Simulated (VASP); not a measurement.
Sn:

```xyz
2
Lattice="-2.9401 2.9401 1.5993 2.9401 -2.9401 1.5993 2.9401 2.9401 -1.5993" Properties=species:S:1:pos:R:3 pbc="T T T"
Sn    0.0000    0.0000    0.0000
Sn    0.0000    2.9401    0.7997
```

* Program: VASP 6.6.1
* Task: relaxation of cell and atoms
* Functional: RPBE
* Dispersion: D4
* Potentials or basis: VASP PAW PBE potentials, release 64 (Sn_d)
* Cutoff: 600 eV
* k mesh: 9 × 9 × 9
* Occupations: fermi-dirac, width 0.05 eV
* Spin: no spin polarisation

At the start: pressure -1.4 GPa; volume 27.65 Å³/atom.

Problem. Where does the relaxation end?

Solution. Over 6 steps the energy falls by 3.3 meV/atom and the volume is 26.90 Å³/atom (-2.7 %); space group I4_1/amd (No. 141, to 0.05 Å).

The path:
| step | energy change (eV) | largest force (eV/Å) | pressure (GPa) | volume (Å³) |
| --- | --- | --- | --- | --- |
| 1 | 0.0000 | 0.0000 | -1.41 | 55.30 |
| 2 | -0.0059 | 0.0000 | 0.51 | 53.38 |
| 3 | -0.0066 | 0.0000 | 0.00 | 53.84 |
| 4 | -0.0066 | 0.0000 | 0.05 | 53.81 |
| 5 | -0.0066 | 0.0000 | 0.03 | 53.81 |
| 6 | -0.0067 | 0.0000 | 0.03 | 53.81 |

Final structure:
```cif
data_structure
_symmetry_space_group_name_H-M 'P 1'
_symmetry_Int_Tables_number 1
_cell_length_a 4.4188
_cell_length_b 4.4188
_cell_length_c 4.4188
_cell_angle_alpha 97.345
_cell_angle_beta 97.345
_cell_angle_gamma 138.102
_cell_volume 53.81
loop_
_atom_site_label
_atom_site_type_symbol
_atom_site_fract_x
_atom_site_fract_y
_atom_site_fract_z
_atom_site_occupancy
Sn1 Sn 0.00000 0.00000 0.00000 1
Sn2 Sn 0.75000 0.25000 0.50000 1
```

Caveat: the PAW data sets were made with another functional, which shifts forces and pressure a little; pairwise dispersion overbinds metals, which lowers pressure and volume.
